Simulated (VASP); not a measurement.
# Pb (C2/m) in VASP: relaxation of shape and atoms at fixed volume with PBE+D3(BJ)

Aim: the relaxation of shape and atoms at fixed volume of Pb with PBE+D3(BJ).

Everything below comes from runs of VASP 6.6.1. Logs are shortened: lines on timing, memory, paths and dates and some standing lists are left out, and cuts for length are marked.

## Step 1: The cell of the first run

The typed cell holds 2 atoms: a = 3.465 Å, b = 3.465 Å, c = 6.952 Å, α = 120.01°, β = 120.01°, γ = 60.21°.

## Step 2: Relaxation of shape and atoms at fixed volume, PBE+D3(BJ) (volume scaled by 0.97)

Input file INCAR:

```
SYSTEM = Pb
ALGO     = Fast           ! electronic algorithm
EDIFF    = 1E-6           ! SCF threshold, eV
EDIFFG   = -0.01          ! ionic threshold
ENCUT    = 600            ! plane-wave cutoff, eV
GGA      = PE             ! functional
IBRION   = 2              ! ionic algorithm
ISIF     = 4              ! what is computed and relaxed
ISMEAR   = 0              ! smearing method
IVDW     = 12             ! dispersion correction
LASPH    = .TRUE.         ! aspherical terms in the spheres
LCHARG   = .FALSE.        ! write CHGCAR
LREAL    = .FALSE.        ! projectors in reciprocal space
LWAVE    = .FALSE.        ! write WAVECAR
NELM     = 60             ! most SCF steps
NSW      = 50             ! ionic steps
PREC     = Accurate       ! precision mode
SIGMA    = 0.1            ! smearing width, eV
```

Input file KPOINTS:

```
k-points
0
G
  14 14 8
  0 0 0
```

Input file POSCAR:

```
Pb
1.0
    2.9571319187     -1.7377002862     -0.4890360519
    2.9571319187      1.7377002862     -0.4890360519
   -3.0397110780      0.0000000000      6.2517487665
Pb
2
Direct
    0.0000055663      0.0000055663      0.2500010374
    0.9999944337      0.9999944337      0.7499989626
```

Potentials or basis: VASP PAW PBE potentials, release 64 (Pb_d).

The run is started by

```
$ cat potpaw_PBE.64/Pb_d/POTCAR > POTCAR
$ mpirun -np 1 vasp_std > vasp.out
```

OUTCAR:

```text
SYSTEM = Pb
   EDIFF = 1E-6
   EDIFFG = -0.01
   ENCUT = 600
   GGA = PE
   IBRION = 2
   ISIF = 4
   ISMEAR = 0
   IVDW = 12
   LASPH = .TRUE.
   LREAL = .FALSE.
   NELM = 60
   NSW = 50
   PREC = Accurate
 IVDW          = 12

 ion  position               nearest neighbor table
   1  0.000  0.000  0.250-   2 3.47   2 3.47   2 3.47   2 3.47   2 3.48   2 3.48
   2  1.000  1.000  0.750-   1 3.47   1 3.47   1 3.47   1 3.47   1 3.48   1 3.48

  Warning from LATTYP: Got some problem with cell dimensions!
  Tried to take original basis but could not verify dimensions!
  LATTYP: Found a base centered monoclinic cell.
 ALAT       =     5.9945927117
 B/A-ratio  =     0.5797559133
 C/A-ratio  =     1.0019401907
 COS(beta)  =    -0.3289229977

  Lattice vectors:

 A1 = (  -2.9571319187,   1.7377002862,   0.4890360519)
 A2 = (  -2.9571319187,  -1.7377002862,   0.4890360519)
 A3 = (   2.8745527594,   0.0000000000,   5.2736766627)

Analysis of symmetry for initial positions (statically):
=====================================================================
 Subroutine PRICEL returns:
 Original cell was already a primitive cell.

 Routine SETGRP: Setting up the symmetry group for a
 base centered monoclinic supercell.

 Subroutine GETGRP returns: Found  4 space group operations
 (whereof  4 operations were pure point group operations)
 out of a pool of  4 trial point group operations.

The static configuration has the point symmetry C_2h.

Analysis of symmetry for dynamics (positions and initial velocities):
=====================================================================
 Subroutine PRICEL returns:
 Original cell was already a primitive cell.

 Routine SETGRP: Setting up the symmetry group for a
 base centered monoclinic supercell.

 Subroutine GETGRP returns: Found  4 space group operations
 (whereof  4 operations were pure point group operations)
 out of a pool of  4 trial point group operations.

The dynamic configuration has the point symmetry C_2h.

 Subroutine INISYM returns: Found  4 space group operations
 (whereof  4 operations are pure point group operations),
 and found     1 'primitive' translations

----------------------------------------------------------------------------------------

                                     Primitive cell

  volume of cell :      59.0843

  direct lattice vectors                    reciprocal lattice vectors
     2.957131919 -1.737700286 -0.489036052     0.183867203 -0.287736616  0.089399494
     2.957131919  1.737700286 -0.489036052     0.183867203  0.287736616  0.089399494
    -3.039711078  0.000000000  6.251748767     0.028765612  0.000000000  0.173941595

  length of vectors
     3.464590557  3.464590557  6.951561413     0.352975606  0.352975606  0.176304109

  position of ions in fractional coordinates (direct lattice)
     0.000005566  0.000005566  0.250001037
     0.999994434  0.999994434  0.749998963

  ion indices of the primitive-cell ions
   primitive index   ion index
                 1           1
                 2           2

----------------------------------------------------------------------------------------

 KPOINTS: k-points

Automatic generation of k-mesh.
 Grid dimensions read from file:
 generate k-points for:   14   14    8

 Generating k-lattice:

  Cartesian coordinates                     Fractional coordinates (reciprocal lattice)
     0.013133372 -0.020552615  0.006385678     0.071428571 -0.000000000  0.000000000
     0.013133372  0.020552615  0.006385678    -0.000000000  0.071428571  0.000000000
     0.003595702  0.000000000  0.021742699     0.000000000  0.000000000  0.125000000

  Length of vectors
     0.025212543  0.025212543  0.022038014

  Shift w.r.t. Gamma in fractional coordinates (k-lattice)
     0.000000000  0.000000000  0.000000000

 Subroutine IBZKPT returns following result:
 ===========================================

 Found    429 irreducible k-points:

 Following reciprocal coordinates:
            Coordinates               Weight
  0.000000  0.000000  0.000000      1.000000
  0.071429 -0.000000  0.000000      4.000000
  0.142857  0.000000 -0.000000      4.000000
  0.214286 -0.000000  0.000000      4.000000
  0.285714 -0.000000  0.000000      4.000000
  0.357143 -0.000000  0.000000      4.000000
[... 16 lines left out ...]
  0.214286  0.142857 -0.000000      4.000000
  0.285714  0.142857  0.000000      4.000000
 [... further k-points ...]
   k-points           NKPTS =    429   k-points in BZ     NKDIM =    429   number of bands    NBANDS=     18
   number of dos      NEDOS =    301   number of ions     NIONS =      2
   total plane-waves  NPLWV =  43904
   dimension x,y,z NGX =    28 NGY =   28 NGZ =   56
   dimension x,y,z NGXF=    56 NGYF=   56 NGZF=  112
   ions per type =               2
   NGX,Y,Z   is equivalent  to a cutoff of  13.44, 13.44, 13.39 a.u.
   NGXF,Y,Z  is equivalent  to a cutoff of  26.87, 26.87, 26.78 a.u.
 SYSTEM =  Pb
   PREC   = accura    normal or accurate (medium, high low for compatibility)
   ISTART =      0    job   : 0-new  1-cont  2-samecut
   ICHARG =      2    charge: 1-file 2-atom 10-const
   ISPIN  =      1    spin polarized calculation?
   LNONCOLLINEAR =      F non collinear calculations
   LSORBIT =      F    spin-orbit coupling
   LASPH  =      T    aspherical Exc in radial PAW
   ENCUT  =  600.0 eV  44.10 Ry    6.64 a.u.   6.92  6.92 13.88*2*pi/ulx,y,z
   NELM   =     60;   NELMIN=  2; NELMDL= -5     # of ELM steps
   EDIFF  = 0.1E-05   stopping-criterion for ELM
   LREAL  =      F    real-space projection
   EDIFFG = -.1E-01   stopping-criterion for IOM
   NSW    =     50    number of steps for IOM
   IBRION =      2    ionic relax: 0-MD 1-quasi-New 2-CG
   NFREE  =      1    steps in history (QN), initial steepest desc. (CG)
   ISIF   =      4    stress and relaxation
   ISYM   =      2    0-nonsym 1-usesym 2-fastsym
   POTIM  = 0.5000    time-step for ionic-motion
   TEBEG  =    0.0;   TEEND  =   0.0 temperature during run
   PSTRESS=    0.0 pullay stress
   NELECT =      28.0000    total number of electrons
   NUPDOWN=      -1.0000    fix difference up-down
   EMIN   =  10.00;   EMAX   =-10.00  energy-range for DOS
   EFERMI =   0.00;   METHOD = LEGACY
   ISMEAR =     0;   SIGMA  =   0.10  broadening in eV -4-tet -1-fermi 0-gaus
   EFERMI_NEDOS =   21; number of points for ismear=-14 and -15
   IALGO  =     68    algorithm
   IMIX   =      4    mixing-type and parameters
     AMIX     =   0.40;   BMIX     =  1.00
     AMIX_MAG =   1.60;   BMIX_MAG =  1.00
  volume/ion in A,a.u.               =      29.54       199.36
  Fermi-wavevector in a.u.,A,eV,Ry     =   1.276351  2.411954 22.164870  1.629072
  Thomas-Fermi vector in A             =   2.409012
   LORBIT       =      0    0 simple, 1 ext, 2 COOP (PROOUT), +10 PAW based schemes
   GGA     = PE    functional components
   LHFCALC =     F    Hartree Fock is set to
   AEXX    =    0.0000 exact exchange contribution
   IVDW    =    12    specifies the selected vdW correction
   LEPSILON=     F    determine dielectric tensor
   LRPA    =     F    only Hartree local field effects (RPA)
 conjugate gradient relaxation of ions
 non-spin polarized calculation
 RMM-DIIS sequential band-by-band and
 Gauss-broadening in eV      SIGMA  =   0.10
  energy-cutoff  :      600.00
  volume of cell :       59.08
 maximum number of plane-waves:      1990
   NGX = 13   NGY = 13   NGZ = 27

 number of electron      27.9999997 magnetization

 Free energy of the ion-electron system (eV)
  ---------------------------------------------------
  ext. energy  EPLUGINS =         0.00000000
  ---------------------------------------------------
  free energy    TOTEN  =        -7.08179328 eV

  energy without entropy =       -7.07802069  energy(sigma->0) =       -7.07990699

 E-fermi :   7.6316     XC(G=0): -10.3104

 val. band max:        7.6304450770   @ k =  -0.3571   0.5000   0.3750
 cond. band min:       7.6363257838   @ k =  -0.0714   0.2143   0.2500
 fundamental gap:      0.0058807068
 Fermi energy:         7.6315956304

 k-point     1 :       0.0000    0.0000    0.0000
  band No.  band energies     occupation
      1      -9.5521      2.00000
      2      -9.5193      2.00000
      3      -9.5179      2.00000
      4      -9.5118      2.00000
      5      -9.5083      2.00000
      6      -9.5013      2.00000
[... 10 lines left out ...]
     17      15.2096      0.00000
     18      15.2274      0.00000

 k-point     2 :       0.0714   -0.0000    0.0000
  band No.  band energies     occupation
      1      -9.5443      2.00000
      2      -9.5168      2.00000
      3      -9.5113      2.00000
      4      -9.5077      2.00000
      5      -9.5052      2.00000
      6      -9.4887      2.00000
[... 10 lines left out ...]
     17      15.0606      0.00000
     18      15.0959      0.00000

 k-point     3 :       0.1429    0.0000   -0.0000
  band No.  band energies     occupation
      1      -9.5486      2.00000
      2      -9.5181      2.00000
      3      -9.4931      2.00000
      4      -9.4877      2.00000
      5      -9.4876      2.00000
      6      -9.4497      2.00000
[... 10 lines left out ...]
     17      14.7339      0.00000
     18      14.8401      0.00000

 k-point     4 :       0.2143   -0.0000    0.0000
  band No.  band energies     occupation
      1      -9.5751      2.00000
      2      -9.5228      2.00000
      3      -9.4812      2.00000
      4      -9.4756      2.00000
      5      -9.4666      2.00000
      6      -9.3925      2.00000
[... 10 lines left out ...]
     17      14.3586      0.00000
     18      14.4962      0.00000

 k-point     5 :       0.2857   -0.0000    0.0000
  band No.  band energies     occupation
      1      -9.6106      2.00000
      2      -9.5310      2.00000
      3      -9.5023      2.00000
      4      -9.4846      2.00000
      5      -9.4788      2.00000
      6      -9.3287      2.00000
[... 10 lines left out ...]
     17      13.9080      0.00000
     18      13.9691      0.00000

 k-point     6 :       0.3571   -0.0000    0.0000
  band No.  band energies     occupation
      1      -9.6493      2.00000
      2      -9.5548      2.00000
      3      -9.5407      2.00000
      4      -9.4952      2.00000
      5      -9.4895      2.00000
      6      -9.2731      2.00000
[... 10 lines left out ...]
     17      13.5715      0.00000
     18      13.6525      0.00000

 k-point     7 :       0.4286   -0.0000    0.0000
  band No.  band energies     occupation
      1      -9.6821      2.00000
      2      -9.5889      2.00000
      3      -9.5485      2.00000
      4      -9.5046      2.00000
      5      -9.4989      2.00000
      6      -9.2405      2.00000
[... 10 lines left out ...]
     17      13.3413      0.00000
     18      13.4374      0.00000

 k-point     8 :       0.5000   -0.0000   -0.0000
  band No.  band energies     occupation
      1      -9.6952      2.00000
      2      -9.5999      2.00000
      3      -9.5514      2.00000
      4      -9.5082      2.00000
      5      -9.5025      2.00000
      6      -9.2319      2.00000
[... 10 lines left out ...]
     17      13.0566      0.00000
     18      13.3225      0.00000
[... 229 lines left out ...]
     17      12.7023      0.00000
     18      14.7614      0.00000

 k-point    20 :      -0.1429    0.0714   -0.0000
  band No.  band energies     occupation
      1      -9.5409      2.00000
      2      -9.5228      2.00000
      3      -9.4897      2.00000
      4      -9.4809      2.00000
      5      -9.4729      2.00000
      6      -9.4100      2.00000
[... 10 lines left out ...]
     17      13.1606      0.00000
     18      15.3130      0.00000

 k-point    21 :      -0.0714    0.0714    0.0000
  band No.  band energies     occupation
      1      -9.5300      2.00000
      2      -9.5214      2.00000
      3      -9.5150      2.00000
      4      -9.5013      2.00000
      5      -9.4875      2.00000
      6      -9.4591      2.00000
[... 10 lines left out ...]
     17      13.9225      0.00000
     18      15.3113      0.00000

 k-point    22 :       0.1429    0.1429    0.0000
  band No.  band energies     occupation
      1      -9.5461      2.00000
      2      -9.5195      2.00000
      3      -9.4943      2.00000
      4      -9.4594      2.00000
      5      -9.4582      2.00000
      6      -9.4560      2.00000
[... 10 lines left out ...]
     17      13.4094      0.00000
     18      13.4126      0.00000

 k-point    23 :       0.2143    0.1429   -0.0000
  band No.  band energies     occupation
      1      -9.5570      2.00000
      2      -9.5058      2.00000
      3      -9.5047      2.00000
      4      -9.4399      2.00000
      5      -9.4343      2.00000
      6      -9.4151      2.00000
[... 10 lines left out ...]
     17      12.8293      0.00000
     18      13.1992      0.00000

 k-point    24 :       0.2857    0.1429    0.0000
  band No.  band energies     occupation
      1      -9.5589      2.00000
      2      -9.5376      2.00000
      3      -9.4922      2.00000
      4      -9.4532      2.00000
      5      -9.4262      2.00000
      6      -9.3978      2.00000
[... 10 lines left out ...]
     17      12.3941      0.00000
     18      12.7247      0.00000

 [... further k-points ...]

------------------------ aborting loop because EDIFF is reached ----------------------------------------

 Edisp (eV)   -0.84141

 E8    (eV) :    -0.4265

  FORCE on cell =-STRESS in cart. coord.  units (eV):
  Direction    XX          YY          ZZ          XY          YZ          ZX
  --------------------------------------------------------------------------------------
  -------------------------------------------------------------------------------------
  Total       0.59862     0.58162     0.59960     0.00000     0.00000    -0.00566
  in kB      16.23265    15.77169    16.25934     0.00000     0.00000    -0.15348
  external pressure =       16.09 kB  Pullay stress =        0.00 kB

 VOLUME and BASIS-vectors are now :
 -----------------------------------------------------------------------------
  energy-cutoff  :      600.00
  volume of cell :       59.08
      direct lattice vectors                 reciprocal lattice vectors
     2.957131919 -1.737700286 -0.489036052     0.183867203 -0.287736616  0.089399494
     2.957131919  1.737700286 -0.489036052     0.183867203  0.287736616  0.089399494
    -3.039711078  0.000000000  6.251748767     0.028765612  0.000000000  0.173941595

 POSITION                                       TOTAL-FORCE (eV/Angst)
 -----------------------------------------------------------------------------------
     -0.75990      0.00000      1.56294        -0.000026      0.000000     -0.000045
      3.63445      0.00000      3.71074         0.000026      0.000000      0.000045
 -----------------------------------------------------------------------------------
    total drift:                                0.000000     -0.000000     -0.000000

  FREE ENERGIE OF THE ION-ELECTRON SYSTEM (eV)
  ---------------------------------------------------
  free  energy   TOTEN  =        -7.9232023551 eV

  energy  without entropy=       -7.9194297679  energy(sigma->0) =       -7.92131606

 reached required accuracy - stopping structural energy minimisation
```

Run time: 11 min. Hardware: 1 thread of AMD EPYC 7R13, shared host; peak memory 0.54 GiB.

What came out:

* Free energy: -7.9232 eV
* Pressure after relaxing: 1.6 GPa
* Band gap on the k mesh: zero (band 14 reaches 13.34 eV, above the bottom of band 15 at 5.98 eV)
* Dispersion energy per atom: -0.421 eV

Final structure:
```cif
data_structure
_symmetry_space_group_name_H-M 'P 1'
_symmetry_Int_Tables_number 1
_cell_length_a 3.4646
_cell_length_b 3.4646
_cell_length_c 6.9516
_cell_angle_alpha 120.011
_cell_angle_beta 120.011
_cell_angle_gamma 60.207
_cell_volume 59.08
loop_
_atom_site_label
_atom_site_type_symbol
_atom_site_fract_x
_atom_site_fract_y
_atom_site_fract_z
_atom_site_occupancy
Pb1 Pb 0.00001 0.00001 0.25000 1
Pb2 Pb 0.99999 0.99999 0.75000 1
```

Levels at points of the mesh, in eV from the Fermi level:
| k point | band 12 | band 13 | band 14 | band 15 | band 16 | band 17 |
| --- | --- | --- | --- | --- | --- | --- |
| (0.00, 0.00, 0.00) | -8.22 | -4.39 | 5.65 | 5.73 | 7.55 | 7.58 |
| (0.50, 0.00, 0.00) | -6.75 | -4.39 | -3.44 | 2.02 | 2.07 | 5.43 |
| (0.50, 0.50, 0.00) | -6.69 | -4.39 | -3.40 | 1.98 | 1.99 | 5.37 |
| (0.00, 0.00, 0.50) | -10.76 | 0.73 | 0.73 | 6.49 | 6.49 | 6.55 |
| (0.50, 0.00, 0.50) | -7.88 | -2.56 | -2.56 | 0.99 | 0.99 | 3.47 |
| (0.50, 0.50, 0.50) | -7.85 | -2.57 | -2.57 | 1.04 | 1.04 | 3.39 |

Caveat: the relaxation stopped at its first step, so nothing moved; spin-orbit coupling is left out, which moves the levels of the heavy elements; pairwise dispersion overbinds metals, which lowers pressure and volume.
